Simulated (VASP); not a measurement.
# Li2Se (Fm-3m) in VASP: settings compared

Li2Se is run at these levels: PBE, r2SCAN; tasks: single point.

Program: VASP 6.6.1. These are calculated values, not measurements. Logs are shortened: lines on timing, memory, paths and dates and some standing lists are left out, and cuts for length are marked.

**1. The cell of the first run**

It takes space group Fm-3m (No. 225, cubic). The conventional cell has a = 5.987 Å, b = 5.987 Å, c = 5.987 Å, α = 90.00°, β = 90.00°, γ = 90.00°. Se (site symmetry m-3m) has 8 Li at 2.59 Å within 3.4 Å. Li (site symmetry -43m) has 4 Se at 2.59 Å and 6 Li at 2.99 Å within 3.4 Å.

**2. Single point, PBE**

Input file INCAR:

```
PREC     = Accurate       # precision mode
ENCUT    = 750            # plane-wave cutoff, eV
EDIFF    = 1E-6           # SCF threshold, eV
ISMEAR   = 0              # smearing method
SIGMA    = 0.01           # smearing width, eV
LREAL    = F              # projectors in reciprocal space
LASPH    = T              # aspherical terms in the spheres
NELM     = 120            # most SCF steps
ALGO     = Normal         # electronic algorithm
ISIF     = 2              # what is computed and relaxed
LWAVE    = F              # write WAVECAR
LCHARG   = T              # write CHGCAR
GGA      = PE             # functional
LELF     = T              # ELF
LVHAR    = T            
NBANDS   = 13             # bands
GGA_COMPAT= F
```

Input file KPOINTS:

```
regular mesh
0
Gamma
  6 6 6
```

Input file POSCAR:

```
Li2Se
1.0
    0.0000000000      2.9935210614      2.9935210614
    2.9935210614      0.0000000000      2.9935210614
    2.9935210614      2.9935210614      0.0000000000
Se Li
1 2
Direct
    0.0000000000      0.0000000000      0.0000000000
    0.2500000000      0.2500000000      0.2500000000
    0.7500000000      0.7500000000      0.7500000000
```

Potentials or basis: VASP PAW PBE potentials, release 64 (Se, Li_sv).

The run is started by

```console
> cat potpaw_PBE.64/Se/POTCAR potpaw_PBE.64/Li_sv/POTCAR > POTCAR
> mpirun -np 1 vasp_std > vasp.out
```

OUTCAR:

```text
PREC = Accurate
   ENCUT = 750
   EDIFF = 1E-6
   ISMEAR = 0
   LREAL = F
   LASPH = T
   NELM = 120
   ISIF = 2
   GGA = PE

 ion  position               nearest neighbor table
   1  0.000  0.000  0.000-   2 2.59   3 2.59   3 2.59   3 2.59   3 2.59   2 2.59   2 2.59   2 2.59

   2  0.250  0.250  0.250-   1 2.59   1 2.59   1 2.59   1 2.59
   3  0.750  0.750  0.750-   1 2.59   1 2.59   1 2.59   1 2.59

  LATTYP: Found a face centered cubic cell.
 ALAT       =     5.9870421228

  Lattice vectors:

 A1 = (   0.0000000000,   2.9935210614,   2.9935210614)
 A2 = (   2.9935210614,   0.0000000000,   2.9935210614)
 A3 = (   2.9935210614,   2.9935210614,   0.0000000000)

Analysis of symmetry for initial positions (statically):
=====================================================================
 Subroutine PRICEL returns:
 Original cell was already a primitive cell.

 Routine SETGRP: Setting up the symmetry group for a
 face centered cubic supercell.

 Subroutine GETGRP returns: Found 48 space group operations
 (whereof 48 operations were pure point group operations)
 out of a pool of 48 trial point group operations.

The static configuration has the point symmetry O_h .

Analysis of symmetry for dynamics (positions and initial velocities):
=====================================================================
 Subroutine PRICEL returns:
 Original cell was already a primitive cell.

 Routine SETGRP: Setting up the symmetry group for a
 face centered cubic supercell.

 Subroutine GETGRP returns: Found 48 space group operations
 (whereof 48 operations were pure point group operations)
 out of a pool of 48 trial point group operations.

The dynamic configuration has the point symmetry O_h .

 Subroutine INISYM returns: Found 48 space group operations
 (whereof 48 operations are pure point group operations),
 and found     1 'primitive' translations

----------------------------------------------------------------------------------------

                                     Primitive cell

  volume of cell :      53.6509

  direct lattice vectors                    reciprocal lattice vectors
     0.000000000  2.993521061  2.993521061    -0.167027387  0.167027387  0.167027387
     2.993521061  0.000000000  2.993521061     0.167027387 -0.167027387  0.167027387
     2.993521061  2.993521061  0.000000000     0.167027387  0.167027387 -0.167027387

  length of vectors
     4.233478084  4.233478084  4.233478084     0.289299920  0.289299920  0.289299920

  position of ions in fractional coordinates (direct lattice)
     0.000000000  0.000000000  0.000000000
     0.250000000  0.250000000  0.250000000
     0.750000000  0.750000000  0.750000000

  ion indices of the primitive-cell ions
   primitive index   ion index
                 1           1
                 2           2
                 3           3

----------------------------------------------------------------------------------------

 KPOINTS: regular mesh

Automatic generation of k-mesh.
 Grid dimensions read from file:
 generate k-points for:    6    6    6

 Generating k-lattice:

  Cartesian coordinates                     Fractional coordinates (reciprocal lattice)
    -0.027837898  0.027837898  0.027837898     0.166666667  0.000000000  0.000000000
     0.027837898 -0.027837898  0.027837898     0.000000000  0.166666667  0.000000000
     0.027837898  0.027837898 -0.027837898     0.000000000  0.000000000  0.166666667

  Length of vectors
     0.048216653  0.048216653  0.048216653

  Shift w.r.t. Gamma in fractional coordinates (k-lattice)
     0.000000000  0.000000000  0.000000000

 Subroutine IBZKPT returns following result:
 ===========================================

 Found     16 irreducible k-points:

 Following reciprocal coordinates:
            Coordinates               Weight
  0.000000  0.000000  0.000000      1.000000
  0.166667  0.000000  0.000000      8.000000
  0.333333  0.000000  0.000000      8.000000
  0.500000  0.000000  0.000000      4.000000
  0.166667  0.166667  0.000000      6.000000
  0.333333  0.166667  0.000000     24.000000
[... 8 lines left out ...]
 -0.333333  0.333333  0.166667     24.000000
 -0.333333  0.500000  0.166667     12.000000
   k-points           NKPTS =     16   k-points in BZ     NKDIM =     16   number of bands    NBANDS=     13
   number of dos      NEDOS =    301   number of ions     NIONS =      3
   total plane-waves  NPLWV =  64000
   dimension x,y,z NGX =    40 NGY =   40 NGZ =   40
   dimension x,y,z NGXF=    80 NGYF=   80 NGZF=   80
   ions per type =               1   2
   NGX,Y,Z   is equivalent  to a cutoff of  15.71, 15.71, 15.71 a.u.
   NGXF,Y,Z  is equivalent  to a cutoff of  31.42, 31.42, 31.42 a.u.
 SYSTEM =  unknown system
   PREC   = accura    normal or accurate (medium, high low for compatibility)
   ISTART =      0    job   : 0-new  1-cont  2-samecut
   ICHARG =      2    charge: 1-file 2-atom 10-const
   ISPIN  =      1    spin polarized calculation?
   LNONCOLLINEAR =      F non collinear calculations
   LSORBIT =      F    spin-orbit coupling
   LASPH  =      T    aspherical Exc in radial PAW
   ENCUT  =  750.0 eV  55.12 Ry    7.42 a.u.   9.45  9.45  9.45*2*pi/ulx,y,z
   NELM   =    120;   NELMIN=  2; NELMDL= -5     # of ELM steps
   EDIFF  = 0.1E-05   stopping-criterion for ELM
   LREAL  =      F    real-space projection
   EDIFFG = 0.1E-04   stopping-criterion for IOM
   NSW    =      0    number of steps for IOM
   IBRION =     -1    ionic relax: 0-MD 1-quasi-New 2-CG
   NFREE  =      0    steps in history (QN), initial steepest desc. (CG)
   ISIF   =      2    stress and relaxation
   ISYM   =      2    0-nonsym 1-usesym 2-fastsym
   POTIM  = 0.5000    time-step for ionic-motion
   TEBEG  =    0.0;   TEEND  =   0.0 temperature during run
   PSTRESS=    0.0 pullay stress
   NELECT =      12.0000    total number of electrons
   NUPDOWN=      -1.0000    fix difference up-down
   EMIN   =  10.00;   EMAX   =-10.00  energy-range for DOS
   EFERMI =   0.00;   METHOD = LEGACY
   ISMEAR =     0;   SIGMA  =   0.01  broadening in eV -4-tet -1-fermi 0-gaus
   EFERMI_NEDOS =   21; number of points for ismear=-14 and -15
   IALGO  =     38    algorithm
   IMIX   =      4    mixing-type and parameters
     AMIX     =   0.40;   BMIX     =  1.00
     AMIX_MAG =   1.60;   BMIX_MAG =  1.00
  volume/ion in A,a.u.               =      17.88       120.68
  Fermi-wavevector in a.u.,A,eV,Ry     =   0.993748  1.877911 13.436230  0.987535
  Thomas-Fermi vector in A             =   2.125651
   LORBIT       =      0    0 simple, 1 ext, 2 COOP (PROOUT), +10 PAW based schemes
   GGA     = PE    functional components
   LHFCALC =     F    Hartree Fock is set to
   AEXX    =    0.0000 exact exchange contribution
   IVDW    =     0    specifies the selected vdW correction
   LEPSILON=     F    determine dielectric tensor
   LRPA    =     F    only Hartree local field effects (RPA)
 non-spin polarized calculation
 Gauss-broadening in eV      SIGMA  =   0.01
  energy-cutoff  :      750.00
  volume of cell :       53.65
 maximum number of plane-waves:      2529
 NGX is ok and might be reduce to    40
   NGX = 19   NGY = 19   NGZ = 19

 number of electron      12.0000003 magnetization

 Free energy of the ion-electron system (eV)
  ---------------------------------------------------
  ext. energy  EPLUGINS =         0.00000000
  ---------------------------------------------------
  free energy    TOTEN  =       -11.13001241 eV

  energy without entropy =      -11.13001241  energy(sigma->0) =      -11.13001241

 E-fermi :   1.2458     XC(G=0):  -8.2947

 val. band max:        1.0468352744   @ k =   0.0000   0.0000   0.0000
 cond. band min:       4.0143959701   @ k =   0.5000   0.5000   0.0000
 fundamental gap:      2.9675606957
 Fermi energy:         1.2458150659

 k-point     1 :       0.0000    0.0000    0.0000
  band No.  band energies     occupation
      1     -43.6507      2.00000
      2     -43.6260      2.00000
      3     -10.3661      2.00000
      4       1.0468      2.00000
      5       1.0468      2.00000
      6       1.0468      2.00000
      7       4.4679      0.00000
      8       6.6708      0.00000
      9       6.6708      0.00000
     10       6.6708      0.00000
     11      11.6539      0.00000
     12      11.6539      0.00000
     13      12.0019      0.00000

 k-point     2 :       0.1667    0.0000    0.0000
  band No.  band energies     occupation
      1     -43.6489      2.00000
      2     -43.6276      2.00000
      3     -10.2809      2.00000
      4       0.0159      2.00000
      5       0.8914      2.00000
      6       0.8914      2.00000
      7       5.1961      0.00000
      8       7.0357      0.00000
      9       7.0357      0.00000
     10       7.3152      0.00000
     11      10.1880      0.00000
     12      10.1880      0.00000
     13      12.1904      0.00000

 k-point     3 :       0.3333    0.0000    0.0000
  band No.  band energies     occupation
      1     -43.6442      2.00000
      2     -43.6319      2.00000
      3     -10.0961      2.00000
      4      -1.3427      2.00000
      5       0.6284      2.00000
      6       0.6284      2.00000
      7       5.9135      0.00000
      8       7.1790      0.00000
      9       7.1790      0.00000
     10       8.5323      0.00000
     11      10.6585      0.00000
     12      10.6585      0.00000
     13      12.8591      0.00000
[... 177 lines left out ...]
 k-point    15 :      -0.3333    0.3333    0.1667
  band No.  band energies     occupation
      1     -43.6378      2.00000
      2     -43.6378      2.00000
      3      -9.9062      2.00000
      4      -1.3714      2.00000
      5      -0.5884      2.00000
      6      -0.1699      2.00000
      7       6.3141      0.00000
      8       7.0925      0.00000
      9       9.3223      0.00000
     10       9.7972      0.00000
     11       9.9352      0.00000
     12      11.9506      0.00000
     13      13.6657      0.00000

 k-point    16 :      -0.3333    0.5000    0.1667
  band No.  band energies     occupation
      1     -43.6398      2.00000
      2     -43.6357      2.00000
      3      -9.8773      2.00000
      4      -1.0698      2.00000
      5      -0.6562      2.00000
      6      -0.6531      2.00000
      7       5.3031      0.00000
      8       8.1162      0.00000
      9       8.6304      0.00000
     10      10.3388      0.00000
     11      11.7762      0.00000
     12      12.6492      0.00000
     13      13.0217      0.00000

------------------------ aborting loop because EDIFF is reached ----------------------------------------

  FORCE on cell =-STRESS in cart. coord.  units (eV):
  Direction    XX          YY          ZZ          XY          YZ          ZX
  --------------------------------------------------------------------------------------
  -------------------------------------------------------------------------------------
  Total        0.0903919      0.0903919      0.0903919      0.0000000      0.0000000      0.0000000
  in kB        2.6993744      2.6993744      2.6993744      0.0000000      0.0000000      0.0000000
  external PRESSURE =       2.6993744 kB  Pullay stress =       0.0000000 kB

 VOLUME and BASIS-vectors are now :
 -----------------------------------------------------------------------------
  energy-cutoff  :      750.00
  volume of cell :       53.65
      direct lattice vectors                 reciprocal lattice vectors
     0.000000000  2.993521061  2.993521061    -0.167027387  0.167027387  0.167027387
     2.993521061  0.000000000  2.993521061     0.167027387 -0.167027387  0.167027387
     2.993521061  2.993521061  0.000000000     0.167027387  0.167027387 -0.167027387

 POSITION                                       TOTAL-FORCE (eV/Angst)
 -----------------------------------------------------------------------------------
      0.00000      0.00000      0.00000        -0.000000      0.000000     -0.000000
      1.49676      1.49676      1.49676         0.000000      0.000000      0.000000
      4.49028      4.49028      4.49028        -0.000000     -0.000000     -0.000000
 -----------------------------------------------------------------------------------
    total drift:                                0.000000     -0.000000      0.000000

  FREE ENERGIE OF THE ION-ELECTRON SYSTEM (eV)
  ---------------------------------------------------
  free  energy   TOTEN  =       -11.1300124125 eV

  energy  without entropy=      -11.1300124125  energy(sigma->0) =      -11.13001241
```

It took 23 s on 1 thread of Intel Xeon Platinum 8259CL at 2.50GHz (Skylake/Cascade Lake), shared host; peak memory 0.24 GiB.

What came out:

```
Free energy            : -11.1300 eV
Pressure               : 0.3 GPa
Band gap on the k mesh : 2.97 eV, indirect (least direct gap 3.42 eV)
```

Levels at points of the mesh, in eV from the valence-band top:
```
           k point  band 4  band 5  band 6  band 7  band 8  band 9
(0.00, 0.00, 0.00)    0.00    0.00    0.00    3.42    5.62    5.62
(0.50, 0.00, 0.00)   -2.93   -0.53   -0.53    5.14    5.96    5.96
(0.50, 0.50, 0.00)   -2.30   -1.45   -1.45    2.97    6.19   10.37
```

A k mesh can miss the band edges. PBE gaps usually lie below the measured ones, often by a third to a half.

**3. Single point, r2SCAN**

POSCAR is that of step 2.

Input file INCAR.step1:

```
SYSTEM = Li2Se
PREC     = Accurate       ! precision mode
ENCUT    = 830            ! plane-wave cutoff, eV
ISMEAR   = 0              ! smearing method
SIGMA    = 0.01           ! smearing width, eV
LREAL    = .False.        ! projectors in reciprocal space
LASPH    = .True.         ! aspherical terms in the spheres
NELM     = 120            ! most SCF steps
NBANDS   = 13             ! bands
GGA      = PE             ! functional
ALGO     = Normal         ! electronic algorithm
EDIFF    = 1E-5           ! SCF threshold, eV
LWAVE    = .True.         ! write WAVECAR
LCHARG   = .False.        ! write CHGCAR
GGA_COMPAT= .False.
```

Input file INCAR.step2:

```
SYSTEM = Li2Se
PREC     = Accurate       ! precision mode
ENCUT    = 830            ! plane-wave cutoff, eV
EDIFF    = 1E-6           ! SCF threshold, eV
ISMEAR   = 0              ! smearing method
SIGMA    = 0.01           ! smearing width, eV
LREAL    = .False.        ! projectors in reciprocal space
LASPH    = .True.         ! aspherical terms in the spheres
NELM     = 120            ! most SCF steps
ALGO     = Normal         ! electronic algorithm
ISIF     = 2              ! what is computed and relaxed
LWAVE    = .False.        ! write WAVECAR
LCHARG   = .False.        ! write CHGCAR
METAGGA  = R2SCAN         ! meta-GGA
LMIXTAU  = .True.       
NBANDS   = 13             ! bands
ISTART   = 1            
GGA_COMPAT= .False.
```

Input file KPOINTS:

```
regular mesh
0
Gamma
  6 6 6
  0 0 0
```

Potentials or basis: VASP PAW PBE potentials, release 64 (Se, Li_sv).

The run is started by

```console
> cat potpaw_PBE.64/Se/POTCAR potpaw_PBE.64/Li_sv/POTCAR > POTCAR
> cp INCAR.step1 INCAR
> mpirun -np 1 vasp_std > vasp.out
> cp INCAR.step2 INCAR
> mpirun -np 1 vasp_std > vasp.out
```

Wall time 82 s (1 thread of Intel Xeon Platinum 8259CL at 2.50GHz (Skylake/Cascade Lake), shared host); peak memory 0.26 GiB.

It converged, with:

```
Free energy            : -23.4390 eV
Pressure               : -0.2 GPa
Band gap on the k mesh : 3.46 eV, indirect (least direct gap 4.18 eV)
```

Levels at points of the mesh, in eV from the valence-band top:
```csv
k point,band 4,band 5,band 6,band 7,band 8,band 9
"(0.00, 0.00, 0.00)",0.00,0.00,0.00,4.18,6.31,6.31
"(0.50, 0.00, 0.00)",-2.92,-0.53,-0.53,5.98,6.60,6.60
"(0.50, 0.50, 0.00)",-2.27,-1.45,-1.45,3.46,7.00,11.37
```

Caveat: the PAW data sets were made with another functional, which shifts forces and pressure a little. r2SCAN opens gaps a little over a GGA but as a rule still falls short of measured ones.

**4. Single point, PBE, non-collinear spin, zero start, spin-orbit coupling**

Input file INCAR:

```
SYSTEM = Li2Se
PREC = Accurate
ENCUT = 750
EDIFF = 1E-6
ISMEAR = 0
SIGMA = 0.01
LREAL = .FALSE.
LASPH = .TRUE.
NELM = 200
ALGO = Normal
ISIF = 2
LWAVE = .FALSE.
LCHARG = .FALSE.
MAGMOM = 0 0 0 0 0 0 0 0 0
LORBIT = 11
LSORBIT = .TRUE.
GGA_COMPAT = .FALSE.
LORBMOM = .TRUE.
GGA = PE
NBANDS = 25
```

Input file KPOINTS:

```
regular mesh
0
G
  4 4 4
  0 0 0
```

POSCAR is that of step 3.

The run is started by

```console
> cat potpaw_PBE.64/Se/POTCAR potpaw_PBE.64/Li_sv/POTCAR > POTCAR
> mpirun -np 1 vasp_ncl > vasp.out
```

Wall time 62 s (1 thread of Intel Xeon Platinum 8259CL at 2.50GHz (Skylake/Cascade Lake), shared host); peak memory 0.48 GiB.

It converged, with:

```yaml
Free_energy: -11.1358 eV
Pressure: 0.3 GPa
Net_moment: 0.00 μB per cell
Valence_electrons_inside_the_program's_atomic_spheres: Se 3.93; Li 2.07
```

Moments on the atoms (μB; x, y, z):
```
Se  0.00 0.00 0.00
Li  0.00 0.00 0.00
Li  0.00 0.00 0.00
```

Caveat: the k points lie up to 0.45 Å⁻¹ apart.

**5. Overview**

| level | spin | k mesh | cutoff (eV) | gap on the mesh (eV) | pressure (GPa) |
| --- | --- | --- | --- | --- | --- |
| PBE | off | 6 × 6 × 6 | 750 | 2.97 | 0.3 |
| r2SCAN | off | 6 × 6 × 6 | 830 | 3.46 | -0.2 |
| PBE | non-collinear, zero start, SOC | 4 × 4 × 4 | 750 | - | 0.3 |

Alike in all rows: task single point; potentials or basis VASP PAW PBE potentials, release 64 (Se, Li_sv); cell as given; smearing gaussian 0.01 eV.

Caveats: some runs use coarse meshes; the PAW data sets were made with another functional, which shifts forces and pressure a little (some runs).

Absolute energies hang on the potentials; compare differences alone.
